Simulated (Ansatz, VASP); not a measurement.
Two plane-wave programs on AlNi3

```
Al Ni
1.0
     0.22998    2.90413    2.90413
     2.90413    0.22998    2.90413
     2.90413    2.90413    0.22998
Al Ni
1 3
Direct
  0.50000 0.50000 0.50000
  0.25000 0.25000 0.25000
  0.00000 0.00000 0.00000
  0.75000 0.75000 0.75000
```

Alike in both runs: task single point; functional PBE; k mesh 14 × 14 × 14; occupations gaussian, width 0.15 eV; no spin polarisation.

```csv
,VASP,Ansatz
version,VASP 6.6.1,Ansatz 0.2.0
potentials or method,"VASP PAW PBE potentials, release 64 (Al, Ni), cutoff 520 eV","scalar-relativistic, plane waves, PAW"
valence electrons in the cell,33,57
```

|  | VASP | Ansatz | Ansatz less VASP |
| --- | --- | --- | --- |
| gap on the k mesh at the Fermi level (eV) | none | none | - |
| pressure (GPa) | 14.3 | 14.3 | +0.04 |
| traceless stress, the component that is largest in VASP (GPa) | -10.32 | -10.41 | -0.092 |
| rms of the force components (eV/Å) | 0.060 | 0.064 | +0.0041 |

Atom by atom the forces differ by 0.004 eV/Å (rms over components). A gap of «none» marks a metal or a gap that the smearing closes. VASP's potentials hold 33 valence electrons a cell and Ansatz's 57, so a difference there can come from the potentials and not from the codes.
